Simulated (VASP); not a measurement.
The system is KCl.

```
K Cl
1.0
     3.83390    0.00000    0.00000
     0.00000    3.83390    0.00000
     0.00000    0.00000    3.83390
K Cl
1 1
Cartesian
  0.0000 0.0000 0.0000
  1.9169 1.9169 1.9169
```

Base run:

| Quantity | Value |
| --- | --- |
| Program | VASP 6.6.1 |
| Functional | PBE |
| Potentials or basis | VASP PAW PBE potentials, release 64 (K_sv, Cl) |
| Cutoff | 500 eV |
| k mesh | 6 × 6 × 6, shifted |
| Occupations | gaussian, width 0.02 eV |
| Spin | no spin polarisation |

Its results: band gap on the k mesh 5.43 eV, indirect (least direct gap 5.59 eV); pressure 0.0 GPa.

Problem. The run is repeated on the same cell with these changes: k mesh from 6 × 6 × 6, shifted to 6 × 6 × 6. What comes out?

Solution. Band gap on the k mesh 4.81 eV, indirect (least direct gap 5.02 eV); pressure 0.0 GPa.

A k mesh can miss the band edges.
